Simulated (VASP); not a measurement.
WS2, 3 atoms in the cell. The cell holds a slab with vacuum, 3 atoms: a = 3.161 Å, b = 3.161 Å, c = 21.119 Å, α = 90.00°, β = 90.00°, γ = 120.00°. 

- Program: VASP 6.6.1
- Task: single point
- Functional: PBE
- Dispersion: D3(BJ)
- Potentials or basis: VASP PAW PBE potentials, release 64 (S, W_sv)
- Cutoff: 520 eV
- k mesh: 12 × 12 × 1
- Occupations: gaussian, width 0.05 eV
- Spin: no spin polarisation
- Dipole correction: yes
- Further INCAR settings: ALGO = Normal; EDIFF = 1e-07; NBANDS = 20

Potentials or basis: VASP PAW PBE potentials, release 64 (S, W_sv).

Run with:

```sh
$ cat potpaw_PBE.64/S/POTCAR potpaw_PBE.64/W_sv/POTCAR > POTCAR
$ mpirun -np 1 vasp_std > vasp.out
```

Hardware: 1 thread of AMD EPYC 7R43 64-Core Processor (Zen 3), with other jobs on the host.

Estimate the wall time of this run.

Wall time 94 s on 1 thread of AMD EPYC 7R43 64-Core Processor (Zen 3) (shared host), peak memory 0.28 GiB. Counts: scf iterations 26, k points 19.
